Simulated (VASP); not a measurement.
A run of VASP 6.6.1 is set up as follows.

Contents of INCAR:

```
SYSTEM = PbS
ALGO = Normal ; EDIFF = 1E-7
EDIFFG = -0.01 ; ENCUT = 500
GGA = CA ; GGA_COMPAT = .False.
IBRION = 2 ; ISIF = 3
ISMEAR = 0 ; LASPH = .True.
LCHARG = .False. ; LREAL = .False.
LWAVE = .False. ; NELM = 120
NELMIN = 4 ; NSW = 80
PREC = Accurate ; SIGMA = 0.01
```

File KPOINTS:

```
k-points
0
Gamma
  5 5 3
  0 0 0
```

POSCAR

```
PbS
1.0
    2.0569418400     -3.5658292700      0.0000000000
    2.0569418400      3.5658292700      0.0000000000
    0.0000000000      0.0000000000      7.5599447400
Pb S
2 2
Direct
    0.0010316600      0.9989683400      0.4867318100
    0.9989683400      0.0010316600      0.9867318100
    0.6671454800      0.3328545200      0.6924681900
    0.3328545200      0.6671454800      0.1924681900
```

Potentials or basis: VASP PAW LDA potentials, release 64 (Pb_d, S).

The run is started by

```sh
$ cat potpaw_LDA.64/Pb_d/POTCAR potpaw_LDA.64/S/POTCAR > POTCAR
$ mpirun -np 1 vasp_std > vasp.out
```

(1) What does it give for the band gap on the k mesh?

(2) What does it give for the relaxed volume?

(3) Predict the relaxed cell.

(4) Predict the space group after relaxing (to 0.05 Å).

Results:

(1) 0.26 eV, indirect (least direct gap 0.66 eV).

(2) 25.43 Å³/atom.

(3) a = 4.029 Å, b = 4.029 Å, c = 7.241 Å, α = 90.00°, β = 90.00°, γ = 120.04°.

(4) P6_3mc (No. 186).

Caveat: spin-orbit coupling is left out, which moves the levels of the heavy elements.
